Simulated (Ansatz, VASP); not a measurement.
**ZnO: VASP beside Ansatz**

```xyz
2
Lattice="2.4094 0.0000 0.0000 0.0000 2.4094 0.0000 0.0000 0.0000 2.4094" Properties=species:S:1:pos:R:3 pbc="T T T"
Zn    0.0000    0.0000    0.0000
O     1.2047    1.2047    1.2047
```

Change from the starting cell: volume scaled by 0.72, LAPW.

Alike in both runs: task single point; functional PBE; k mesh 15 × 15 × 15; occupations fermi-dirac, width 0.05 eV; no spin polarisation.

|  | VASP | Ansatz |
| --- | --- | --- |
| version | VASP 6.6.1 | Ansatz 0.2.0 |
| potentials or method | VASP PAW PBE potentials, release 64 (Zn, O), cutoff 520 eV | all-electron LAPW, scalar-relativistic |

|  | VASP | Ansatz | Ansatz less VASP |
| --- | --- | --- | --- |
| pressure (GPa) | 114.6 | 110.4 | -4.12 |

Both programs put the cell under a high pressure, so it lies far from rest at this level. Ansatz ran all-electron here, and VASP with PAW potentials.

Noted on VASP's run: the cell as given lies far from equilibrium.
